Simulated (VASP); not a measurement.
Wanted: the native input for a VASP 6.6.1 run.

| Item | Value |
| --- | --- |
| Task | single point |
| Functional | LDA |
| Potentials or basis | VASP PAW LDA potentials, release 64 (Al, N) |
| Cutoff | 600 eV |
| k mesh | 8 × 6 × 8 |
| Occupations | gaussian, width 0.02 eV |
| Spin | no spin polarisation |
| Dipole correction | no |
| Further INCAR settings | ALGO = Normal; EDIFF = 1e-06; NBANDS = 16 |

The structure of AlN (l.eB) lies in POSCAR:

```
AlN
1.0
    3.0703282018      0.0000000000      0.0000000000
    0.0000000000      4.3420997517      0.0000000000
    0.0000000000      0.0000000000      3.0703282018
Al N
2 2
Direct
    0.0000000000      0.0000000000      0.0000058500
    0.5000000000      0.5000000000      0.5000058500
    0.5000000000      0.2500000000      0.0000058500
    0.0000000000      0.7500000000      0.5000058500
```

These files were run (other wordings do the same):

INCAR

```
SYSTEM = AlN
  ALGO = Normal
  EDIFF = 1E-6
  ENCUT = 600
  GGA = CA
  GGA_COMPAT = .False.
  ISIF = 2
  ISMEAR = 0
  LASPH = .True.
  LCHARG = .False.
  LREAL = .False.
  LWAVE = .False.
  NBANDS = 16
  NELM = 120
  PREC = Accurate
  SIGMA = 0.02
```

KPOINTS

```
k-points
0
Gamma
  8 6 8
  0 0 0
```

Potentials or basis: VASP PAW LDA potentials, release 64 (Al, N).

Run with:

```bash
$ cat potpaw_LDA.64/Al/POTCAR potpaw_LDA.64/N/POTCAR > POTCAR
$ mpirun -np 1 vasp_std > vasp.out
```

Results of the run:

```
Pressure               : 0.6 GPa
Band gap on the k mesh : 3.23 eV
```

Run time: 30 s on 1 thread of AMD EPYC 9R45 (Zen 5) (shared host), peak memory 0.13 GiB.
